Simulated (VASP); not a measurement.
Runs of VASP 6.6.1 on Zn. The structure is that of space group R-3m (No. 166), or close to it. The cells are those of the table. 

| level | potentials or basis | cell | gap on the mesh (eV) | pressure (GPa) | largest force (eV/Å) |
| --- | --- | --- | --- | --- | --- |
| LDA | VASP PAW LDA potentials, release 64 (Zn) | a = 2.565, b = 2.565, c = 7.319 Å, angles 100.6, 100.6, 60.0°, 3 atoms | none | (b) | 0.01 |
| LDA | VASP PAW LDA potentials, release 64 (Zn) | a = 2.583, b = 2.583, c = 7.371 Å, angles 100.6, 100.6, 60.0°, 3 atoms | none | -1.4 | 0.01 |
| LDA | VASP PAW LDA potentials, release 64 (Zn) | a = 2.636, b = 2.636, c = 7.521 Å, angles 100.6, 100.6, 60.0°, 3 atoms | none | (c) | 0.01 |
| r2SCAN | VASP PAW PBE potentials, release 64 (Zn) | a = 2.670, b = 2.670, c = 7.618 Å, angles 100.6, 100.6, 60.0°, 3 atoms | none | (a) | 0.02 |
| LDA | VASP PAW LDA potentials, release 64 (Zn) | a = 2.619, b = 2.619, c = 7.472 Å, angles 100.6, 100.6, 60.0°, 3 atoms | none | -4.8 | 0.01 |
| PBEsol | VASP PAW PBE potentials, release 64 (Zn) | a = 2.641, b = 2.596, c = 7.472 Å, angles 100.6, 100.7, 60.0°, 3 atoms | none | -1.0 | 0.01 |
| r2SCAN | VASP PAW PBE potentials, release 64 (Zn) | a = 2.653, b = 2.653, c = 7.570 Å, angles 100.6, 100.6, 60.0°, 3 atoms | none | -2.9 | 0.01 |
| PBEsol | VASP PAW PBE potentials, release 64 (Zn) | a = 2.664, b = 2.573, c = 7.472 Å, angles 100.6, 100.7, 59.9°, 3 atoms | none | -0.8 | 0.02 |

Alike in all rows: task single point; no spin polarisation; k mesh 12 × 12 × 4; cutoff (eV) 520; smearing fermi-dirac 0.05 eV.

Q: Estimate the missing entries.

A: (a) -4.2; (b) 0.8; (c) -6.3.

Caveats: the PAW data sets were made with another functional, which shifts forces and pressure a little (at least some runs); the cell stands under tension (at least some runs).

A gap of «none» marks levels without a gap at the run's occupations.
